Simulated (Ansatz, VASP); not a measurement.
## Two plane-wave programs on Ti

```
Ti
1.0
     0.00000   -3.25524    0.00000
    -3.25524    0.00000    0.00000
     0.00000    0.00000   -3.25524
Ti
2
Direct
  0.50000 0.53557 0.50000
  0.00000 0.96443 0.00000
```

Change from the starting cell: mode 4 frozen in at -0.116 Å and mode 5 at +0.000 Å (largest displacements).

Alike in both runs: task single point; functional PBE; k mesh 14 × 14 × 14; occupations gaussian, width 0.15 eV; no spin polarisation.

```csv
,VASP,Ansatz
version,VASP 6.6.1,Ansatz 0.2.0
potentials or method,"VASP PAW PBE potentials, release 64 (Ti_sv), cutoff 520 eV","scalar-relativistic, plane waves, PAW"
valence electrons in the cell,24,24
```

Ansatz gave:

* gap on the k mesh at the Fermi level (eV): none
* pressure (GPa): 1.4
* traceless stress, the component that is largest in VASP (GPa): -0.72
* rms of the force components (eV/Å): 0.624

Problem. What did VASP give for the same quantities?

Solution. gap on the k mesh at the Fermi level (eV): none; pressure (GPa): 1.2; traceless stress, the component that is largest in VASP (GPa): -0.72; rms of the force components (eV/Å): 0.625.

Atom by atom the forces differ by 0.001 eV/Å (rms over components). A gap of «none» marks a metal or a gap that the smearing closes.
